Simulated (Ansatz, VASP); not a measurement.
# Rb: VASP beside Ansatz

```xyz
1
Lattice="-2.8394 2.8394 2.8394 2.8394 -2.8394 2.8394 2.8394 2.8394 -2.8394" Properties=species:S:1:pos:R:3 pbc="T T T"
Rb    0.0000    0.0000    0.0000
```

Alike in both runs: task single point; functional PBE; k mesh 7 × 7 × 7; occupations fermi-dirac, width 0.05 eV; no spin polarisation.

```csv
,VASP,Ansatz
version,VASP 6.6.1,Ansatz 0.2.0
potentials or method,"VASP PAW PBE potentials, release 64 (Rb_sv)",Ansatz PAW
plane-wave cutoff (eV),520,420
valence electrons in the cell,9,9
```

|  | VASP | Ansatz | Ansatz less VASP |
| --- | --- | --- | --- |
| gap on the k mesh at the Fermi level (eV) | none | none | - |
| pressure (GPa) | 0.0 | 0.0 | 0.00 |

A gap of «none» marks a metal or a gap that the smearing closes. With one functional, cell and mesh, what is left measures potentials, basis and numerics.
